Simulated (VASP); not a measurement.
Write the native input for VASP 6.6.1 that does the following.

| Property | Result |
| --- | --- |
| Task | single point |
| Functional | PBE |
| Potentials or basis | VASP PAW PBE potentials, release 64 (Cs_sv, Cd, C) |
| Cutoff | 520 eV |
| k mesh | 4 × 4 × 2 |
| Occupations | gaussian, width 0.1 eV |
| Spin | no spin polarisation |
| Dipole correction | no |
| Further INCAR settings | ALGO = Normal; EDIFF = 1e-07; NBANDS = 41 |

The structure of Cs2Cd2C5 lies in POSCAR:

```
Cs2Cd2C5
1.0
    4.6328724000      0.0000000000      0.0000000000
    0.0000000000      4.6328724000      0.0000000000
    0.0000000000      0.0000000000      9.2435174800
Cs Cd C
2 2 5
Direct
    0.0000000000      0.0000000000      0.0000000000
    0.0000000000      0.0000000000      0.5000000000
    0.5000000000      0.5000000000      0.2566320000
    0.5000000000      0.5000000000      0.7433680000
    0.5000000000      0.0000000000      0.2209000000
    0.5000000000      0.0000000000      0.7791000000
    0.5000000000      0.5000000000      0.5000000000
    0.0000000000      0.5000000000      0.2209000000
    0.0000000000      0.5000000000      0.7791000000
```

The cell was built from a structure type or drawn by symmetry, and may not be a known phase.

The input as run:

INCAR

```
PREC = Accurate
ENCUT = 520
EDIFF = 1E-7
ISMEAR = 0
SIGMA = 0.1
LREAL = F
LASPH = T
NELM = 80
ALGO = Normal
ISIF = 2
LWAVE = F
LCHARG = F
GGA = PE
NBANDS = 41
```

KPOINTS

```
Automatic mesh
0
Gamma
  4 4 2
```

Potentials or basis: VASP PAW PBE potentials, release 64 (Cs_sv, Cd, C).

The run is started by

```bash
$ cat potpaw_PBE.64/Cs_sv/POTCAR potpaw_PBE.64/Cd/POTCAR potpaw_PBE.64/C/POTCAR > POTCAR
$ mpirun -np 1 vasp_std > vasp.out
```

Results of the run:

```json
{
 "Pressure": "-1.0 GPa",
 "Largest force": "0.187 eV/Å",
 "Band gap on the k mesh": "zero (bands 31 and 32 overlap by 0.50 eV)"
}
```

Caveat: spin-orbit coupling is left out, which moves the levels of the heavy elements.

Run time: 2.8 min on 1 thread of Intel(R) Xeon(R) Platinum 8488C (Sapphire Rapids) (shared host), peak memory 0.32 GiB.
